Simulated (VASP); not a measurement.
# RbBr (Fm-3m) in VASP: a series of runs

The runs below take RbBr through single point, with PBEsol, r2SCAN.

Program: VASP 6.6.1. These are calculated values, not measurements. Logs are shortened: lines on timing, memory, paths and dates and some standing lists are left out, and cuts for length are marked.

## Step 1: The cell of the first run

It takes space group Fm-3m (No. 225, cubic). Conventional cell: a = 6.922 Å, b = 6.922 Å, c = 6.922 Å, α = 90.00°, β = 90.00°, γ = 90.00°. Within 4.5 Å of Rb (site symmetry m-3m) lie 6 Br at 3.46 Å. Within 4.5 Å of Br (site symmetry m-3m) lie 6 Rb at 3.46 Å.

## Step 2: Single point, PBEsol

INCAR

```
SYSTEM = RbBr
ALGO = Normal
EDIFF = 1E-6
ENCUT = 500
GGA = PS
GGA_COMPAT = .FALSE.
ISIF = 2
ISMEAR = 0
LASPH = .TRUE.
LCHARG = .FALSE.
LREAL = .FALSE.
LWAVE = .FALSE.
NBANDS = 15
NELM = 120
PREC = Accurate
SIGMA = 0.01
```

KPOINTS

```
k-points
0
G
  6 6 6
  0 0 0
```

POSCAR

```
RbBr
1.0
    0.0000000000      3.4608320474      3.4608320474
    3.4608320474      0.0000000000      3.4608320474
    3.4608320474      3.4608320474      0.0000000000
Rb Br
1 1
Direct
    0.0000000000      0.0000000000      0.0000000000
    0.5000000000      0.5000000000      0.5000000000
```

Potentials or basis: VASP PAW PBE potentials, release 64 (Rb_sv, Br).

Command:

```
cat potpaw_PBE.64/Rb_sv/POTCAR potpaw_PBE.64/Br/POTCAR > POTCAR
mpirun -np 1 vasp_std > vasp.out
```

OUTCAR:

```text
SYSTEM = RbBr
   EDIFF = 1E-6
   ENCUT = 500
   GGA = PS
   ISIF = 2
   ISMEAR = 0
   LASPH = .TRUE.
   LREAL = .FALSE.
   NELM = 120
   PREC = Accurate

 ion  position               nearest neighbor table
   1  0.000  0.000  0.000-   2 3.46   2 3.46   2 3.46   2 3.46   2 3.46   2 3.46
   2  0.500  0.500  0.500-   1 3.46   1 3.46   1 3.46   1 3.46   1 3.46   1 3.46

  LATTYP: Found a face centered cubic cell.
 ALAT       =     6.9216640948

  Lattice vectors:

 A1 = (   0.0000000000,   3.4608320474,   3.4608320474)
 A2 = (   3.4608320474,   0.0000000000,   3.4608320474)
 A3 = (   3.4608320474,   3.4608320474,   0.0000000000)

Analysis of symmetry for initial positions (statically):
=====================================================================
 Subroutine PRICEL returns:
 Original cell was already a primitive cell.

 Routine SETGRP: Setting up the symmetry group for a
 face centered cubic supercell.

 Subroutine GETGRP returns: Found 48 space group operations
 (whereof 48 operations were pure point group operations)
 out of a pool of 48 trial point group operations.

The static configuration has the point symmetry O_h .

Analysis of symmetry for dynamics (positions and initial velocities):
=====================================================================
 Subroutine PRICEL returns:
 Original cell was already a primitive cell.

 Routine SETGRP: Setting up the symmetry group for a
 face centered cubic supercell.

 Subroutine GETGRP returns: Found 48 space group operations
 (whereof 48 operations were pure point group operations)
 out of a pool of 48 trial point group operations.

The dynamic configuration has the point symmetry O_h .

 Subroutine INISYM returns: Found 48 space group operations
 (whereof 48 operations are pure point group operations),
 and found     1 'primitive' translations

----------------------------------------------------------------------------------------

                                     Primitive cell

  volume of cell :      82.9033

  direct lattice vectors                    reciprocal lattice vectors
     0.000000000  3.460832047  3.460832047    -0.144473928  0.144473928  0.144473928
     3.460832047  0.000000000  3.460832047     0.144473928 -0.144473928  0.144473928
     3.460832047  3.460832047  0.000000000     0.144473928  0.144473928 -0.144473928

  length of vectors
     4.894355619  4.894355619  4.894355619     0.250236184  0.250236184  0.250236184

  position of ions in fractional coordinates (direct lattice)
     0.000000000  0.000000000  0.000000000
     0.500000000  0.500000000  0.500000000

  ion indices of the primitive-cell ions
   primitive index   ion index
                 1           1
                 2           2

----------------------------------------------------------------------------------------

 KPOINTS: k-points

Automatic generation of k-mesh.
 Grid dimensions read from file:
 generate k-points for:    6    6    6

 Generating k-lattice:

  Cartesian coordinates                     Fractional coordinates (reciprocal lattice)
    -0.024078988  0.024078988  0.024078988     0.166666667  0.000000000  0.000000000
     0.024078988 -0.024078988  0.024078988     0.000000000  0.166666667  0.000000000
     0.024078988  0.024078988 -0.024078988     0.000000000  0.000000000  0.166666667

  Length of vectors
     0.041706031  0.041706031  0.041706031

  Shift w.r.t. Gamma in fractional coordinates (k-lattice)
     0.000000000  0.000000000  0.000000000

 Subroutine IBZKPT returns following result:
 ===========================================

 Found     16 irreducible k-points:

 Following reciprocal coordinates:
            Coordinates               Weight
  0.000000  0.000000  0.000000      1.000000
  0.166667  0.000000  0.000000      8.000000
  0.333333  0.000000  0.000000      8.000000
  0.500000  0.000000  0.000000      4.000000
  0.166667  0.166667  0.000000      6.000000
  0.333333  0.166667  0.000000     24.000000
[... 8 lines left out ...]
 -0.333333  0.333333  0.166667     24.000000
 -0.333333  0.500000  0.166667     12.000000
   k-points           NKPTS =     16   k-points in BZ     NKDIM =     16   number of bands    NBANDS=     15
   number of dos      NEDOS =    301   number of ions     NIONS =      2
   total plane-waves  NPLWV =  46656
   dimension x,y,z NGX =    36 NGY =   36 NGZ =   36
   dimension x,y,z NGXF=    72 NGYF=   72 NGZF=   72
   ions per type =               1   1
   NGX,Y,Z   is equivalent  to a cutoff of  12.23, 12.23, 12.23 a.u.
   NGXF,Y,Z  is equivalent  to a cutoff of  24.46, 24.46, 24.46 a.u.
 SYSTEM =  RbBr
   PREC   = accura    normal or accurate (medium, high low for compatibility)
   ISTART =      0    job   : 0-new  1-cont  2-samecut
   ICHARG =      2    charge: 1-file 2-atom 10-const
   ISPIN  =      1    spin polarized calculation?
   LNONCOLLINEAR =      F non collinear calculations
   LSORBIT =      F    spin-orbit coupling
   LASPH  =      T    aspherical Exc in radial PAW
   ENCUT  =  500.0 eV  36.75 Ry    6.06 a.u.   8.92  8.92  8.92*2*pi/ulx,y,z
   NELM   =    120;   NELMIN=  2; NELMDL= -5     # of ELM steps
   EDIFF  = 0.1E-05   stopping-criterion for ELM
   LREAL  =      F    real-space projection
   EDIFFG = 0.1E-04   stopping-criterion for IOM
   NSW    =      0    number of steps for IOM
   IBRION =     -1    ionic relax: 0-MD 1-quasi-New 2-CG
   NFREE  =      0    steps in history (QN), initial steepest desc. (CG)
   ISIF   =      2    stress and relaxation
   ISYM   =      2    0-nonsym 1-usesym 2-fastsym
   POTIM  = 0.5000    time-step for ionic-motion
   TEBEG  =    0.0;   TEEND  =   0.0 temperature during run
   PSTRESS=    0.0 pullay stress
   NELECT =      16.0000    total number of electrons
   NUPDOWN=      -1.0000    fix difference up-down
   EMIN   =  10.00;   EMAX   =-10.00  energy-range for DOS
   EFERMI =   0.00;   METHOD = LEGACY
   ISMEAR =     0;   SIGMA  =   0.01  broadening in eV -4-tet -1-fermi 0-gaus
   EFERMI_NEDOS =   21; number of points for ismear=-14 and -15
   IALGO  =     38    algorithm
   IMIX   =      4    mixing-type and parameters
     AMIX     =   0.40;   BMIX     =  1.00
     AMIX_MAG =   1.60;   BMIX_MAG =  1.00
  volume/ion in A,a.u.               =      41.45       279.73
  Fermi-wavevector in a.u.,A,eV,Ry     =   0.946072  1.787817 12.177931  0.895053
  Thomas-Fermi vector in A             =   2.074035
   LORBIT       =      0    0 simple, 1 ext, 2 COOP (PROOUT), +10 PAW based schemes
   GGA     = PS    functional components
   LHFCALC =     F    Hartree Fock is set to
   AEXX    =    0.0000 exact exchange contribution
   IVDW    =     0    specifies the selected vdW correction
   LEPSILON=     F    determine dielectric tensor
   LRPA    =     F    only Hartree local field effects (RPA)
 non-spin polarized calculation
 Gauss-broadening in eV      SIGMA  =   0.01
  energy-cutoff  :      500.00
  volume of cell :       82.90
 maximum number of plane-waves:      2126
   NGX = 17   NGY = 17   NGZ = 17

 number of electron      15.9999997 magnetization

 Free energy of the ion-electron system (eV)
  ---------------------------------------------------
  ext. energy  EPLUGINS =         0.00000000
  ---------------------------------------------------
  free energy    TOTEN  =        -6.35219789 eV

  energy without entropy =       -6.35219789  energy(sigma->0) =       -6.35219789

 E-fermi :  -1.8637     XC(G=0):  -7.2828

 val. band max:       -1.9522361934   @ k =   0.0000   0.0000   0.0000
 cond. band min:       2.1942380855   @ k =   0.0000   0.0000   0.0000
 fundamental gap:      4.1464742788
 Fermi energy:        -1.8636986392

 k-point     1 :       0.0000    0.0000    0.0000
  band No.  band energies     occupation
      1     -26.3702      2.00000
      2     -14.1161      2.00000
      3     -10.4548      2.00000
      4     -10.4548      2.00000
      5     -10.4548      2.00000
      6      -1.9522      2.00000
      7      -1.9522      2.00000
      8      -1.9522      2.00000
      9       2.1942      0.00000
     10       5.2442      0.00000
     11       5.2442      0.00000
     12       5.2442      0.00000
     13       6.1123      0.00000
     14       6.1123      0.00000
     15       8.7920      0.00000

 k-point     2 :       0.1667    0.0000    0.0000
  band No.  band energies     occupation
      1     -26.3682      2.00000
      2     -14.1250      2.00000
      3     -10.4567      2.00000
      4     -10.4567      2.00000
      5     -10.4453      2.00000
      6      -2.2508      2.00000
      7      -2.0422      2.00000
      8      -2.0422      2.00000
      9       2.8230      0.00000
     10       5.0930      0.00000
     11       5.5651      0.00000
     12       5.5651      0.00000
     13       6.5025      0.00000
     14       6.5025      0.00000
     15       9.7811      0.00000

 k-point     3 :       0.3333    0.0000    0.0000
  band No.  band energies     occupation
      1     -26.3641      2.00000
      2     -14.1425      2.00000
      3     -10.4605      2.00000
      4     -10.4605      2.00000
      5     -10.4265      2.00000
      6      -2.7207      2.00000
      7      -2.2108      2.00000
      8      -2.2108      2.00000
      9       4.0624      0.00000
     10       5.1980      0.00000
     11       6.4577      0.00000
     12       6.4577      0.00000
     13       7.4758      0.00000
     14       7.4758      0.00000
     15       9.4004      0.00000
[... 199 lines left out ...]
 k-point    15 :      -0.3333    0.3333    0.1667
  band No.  band energies     occupation
      1     -26.3602      2.00000
      2     -14.1055      2.00000
      3     -10.5448      2.00000
      4     -10.5378      2.00000
      5     -10.4408      2.00000
      6      -2.5810      2.00000
      7      -2.2994      2.00000
      8      -2.2715      2.00000
      9       4.9212      0.00000
     10       5.1472      0.00000
     11       6.3798      0.00000
     12       6.6530      0.00000
     13       8.1098      0.00000
     14       8.7500      0.00000
     15       8.8188      0.00000

 k-point    16 :      -0.3333    0.5000    0.1667
  band No.  band energies     occupation
      1     -26.3596      2.00000
      2     -14.0837      2.00000
      3     -10.5969      2.00000
      4     -10.5463      2.00000
      5     -10.4605      2.00000
      6      -2.3720      2.00000
      7      -2.3526      2.00000
      8      -2.2169      2.00000
      9       4.2552      0.00000
     10       5.6892      0.00000
     11       5.8518      0.00000
     12       6.7919      0.00000
     13       7.8824      0.00000
     14       8.7876      0.00000
     15       9.1679      0.00000

------------------------ aborting loop because EDIFF is reached ----------------------------------------

  FORCE on cell =-STRESS in cart. coord.  units (eV):
  Direction    XX          YY          ZZ          XY          YZ          ZX
  --------------------------------------------------------------------------------------
  -------------------------------------------------------------------------------------
  Total       -0.2094006     -0.2094006     -0.2094006      0.0000000      0.0000000      0.0000000
  in kB       -4.0468480     -4.0468480     -4.0468480      0.0000000      0.0000000      0.0000000
  external PRESSURE =      -4.0468480 kB  Pullay stress =       0.0000000 kB

 VOLUME and BASIS-vectors are now :
 -----------------------------------------------------------------------------
  energy-cutoff  :      500.00
  volume of cell :       82.90
      direct lattice vectors                 reciprocal lattice vectors
     0.000000000  3.460832047  3.460832047    -0.144473928  0.144473928  0.144473928
     3.460832047  0.000000000  3.460832047     0.144473928 -0.144473928  0.144473928
     3.460832047  3.460832047  0.000000000     0.144473928  0.144473928 -0.144473928

 POSITION                                       TOTAL-FORCE (eV/Angst)
 -----------------------------------------------------------------------------------
      0.00000      0.00000      0.00000        -0.000000     -0.000000     -0.000000
      3.46083      3.46083      3.46083         0.000000      0.000000      0.000000
 -----------------------------------------------------------------------------------
    total drift:                                0.000000      0.000000      0.000000

  FREE ENERGIE OF THE ION-ELECTRON SYSTEM (eV)
  ---------------------------------------------------
  free  energy   TOTEN  =        -6.3521978860 eV

  energy  without entropy=       -6.3521978860  energy(sigma->0) =       -6.35219789
```

It took 41 s on 1 thread of Intel Xeon 8259CL, shared host; peak memory 0.21 GiB.

Results:

```
Free energy            : -6.3522 eV
Pressure               : -0.4 GPa
Band gap on the k mesh : 4.15 eV
```

Levels at points of the mesh, in eV from the valence-band top:
```csv
k point,band 5,band 6,band 7,band 8,band 9,band 10,band 11,band 12
"(0.00, 0.00, 0.00)",-8.50,0.00,0.00,0.00,4.15,7.20,7.20,7.20
"(0.50, 0.00, 0.00)",-8.46,-0.97,-0.34,-0.34,6.60,7.51,9.35,9.35
"(0.50, 0.50, 0.00)",-8.57,-0.48,-0.16,-0.16,5.53,6.91,8.91,9.09
```

Caveat: the PAW data sets were made with another functional, which shifts forces and pressure a little.

[end of part 1 of 2]
